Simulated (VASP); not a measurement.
Here is a VASP 6.6.1 calculation.

POSCAR

```
Ta
1.0
   -1.6836662614      1.6836662614      1.6836662614
    1.6836662614     -1.6836662614      1.6836662614
    1.6836662614      1.6836662614     -1.6836662614
Ta
1
Direct
    0.0000000000      0.0000000000      0.0000000000
```

Contents of INCAR.step1:

```
PREC     = Accurate       # precision mode
ENCUT    = 550            # plane-wave cutoff, eV
ISMEAR   = -1             # smearing method
SIGMA    = 0.05           # smearing width, eV
LREAL    = False          # projectors in reciprocal space
LASPH    = True           # aspherical terms in the spheres
NELM     = 120            # most SCF steps
NBANDS   = 12             # bands
GGA      = PE             # functional
ALGO     = Normal         # electronic algorithm
EDIFF    = 1E-5           # SCF threshold, eV
LWAVE    = True           # write WAVECAR
LCHARG   = False          # write CHGCAR
GGA_COMPAT= False
```

INCAR.step2

```
PREC     = Accurate       # precision mode
ENCUT    = 550            # plane-wave cutoff, eV
EDIFF    = 1E-6           # SCF threshold, eV
ISMEAR   = -1             # smearing method
SIGMA    = 0.05           # smearing width, eV
LREAL    = False          # projectors in reciprocal space
LASPH    = True           # aspherical terms in the spheres
NELM     = 120            # most SCF steps
ALGO     = Normal         # electronic algorithm
ISIF     = 2              # what is computed and relaxed
LWAVE    = False          # write WAVECAR
LCHARG   = False          # write CHGCAR
METAGGA  = R2SCAN         # meta-GGA
LMIXTAU  = True         
NBANDS   = 12             # bands
ISTART   = 1            
GGA_COMPAT= False
```

Contents of KPOINTS:

```
regular mesh
0
Gamma
  11 11 11
```

Potentials or basis: VASP PAW PBE potentials, release 64 (Ta_sv_GW).

Launch:

```console
$ cat potpaw_PBE.64/Ta_sv_GW/POTCAR > POTCAR
$ cp INCAR.step1 INCAR
$ mpirun -np 1 vasp_std > vasp.out
$ cp INCAR.step2 INCAR
$ mpirun -np 1 vasp_std > vasp.out
```

(1) What does it give for the band gap on the k mesh?

(2) Predict the pressure.

## Answers

(1) zero (an odd number of electrons rules out a gap without spin polarisation).

(2) -11.4 GPa.

Caveat: the cell stands under tension; the PAW data sets were made with another functional, which shifts forces and pressure a little; spin-orbit coupling is left out, which moves the levels of the heavy elements.
